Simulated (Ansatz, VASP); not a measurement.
One calculation of Al30Ga, two programs

```
Al Ga
1.0
     8.10000    0.00000    0.00000
     0.00000    8.10000    0.00000
     0.00000    0.00000    8.10000
Al Ga
30 1
Direct
  0.50102 0.99980 0.00115
  0.75014 0.24863 0.00131
  0.75032 0.99946 0.25054
  0.99925 0.99870 0.00178
  0.24871 0.25063 0.00053
  0.49956 0.50107 0.00053
  0.75119 0.75080 0.00172
  0.24974 0.99838 0.25069
  0.50121 0.24861 0.25051
  0.75149 0.50014 0.25051
  0.50113 0.99972 0.49984
  0.75003 0.24866 0.49984
  0.74976 0.00020 0.75052
  0.00275 0.49956 0.99864
  0.25021 0.74691 0.99871
  0.99779 0.24836 0.25060
  0.24991 0.49989 0.25046
  0.50141 0.75193 0.25036
  0.99911 0.99871 0.49934
  0.24859 0.25066 0.50062
  0.49920 0.50117 0.50041
  0.75116 0.75082 0.49915
  0.24918 0.99836 0.75051
  0.75117 0.50052 0.75049
  0.99969 0.75004 0.25039
  0.00274 0.49959 0.50234
  0.25005 0.74691 0.50235
  0.00129 0.25118 0.75044
  0.49858 0.74856 0.75053
  0.00177 0.74776 0.75052
  0.49185 0.25784 0.75048
```

Alike in both runs: functional PBE; k mesh 3 × 3 × 3; occupations gaussian, width 0.05 eV; no spin polarisation.

Ansatz relaxed the structure, and its values are those at the end. VASP's run is a single point on that final structure, the one shown.

|  | VASP | Ansatz |
| --- | --- | --- |
| version | VASP 6.6.1 | Ansatz 0.2.0 |
| potentials or method | VASP PAW PBE potentials, release 64 (Al, Ga_d), cutoff 520 eV | scalar-relativistic, plane waves, PAW |
| valence electrons in the cell | 103 | 103 |

Ansatz gave:

| Quantity | Value |
| --- | --- |
| rms of the force components (eV/Å) | 0.003 |

What did VASP give for the same quantities?

rms of the force components (eV/Å): 0.005.
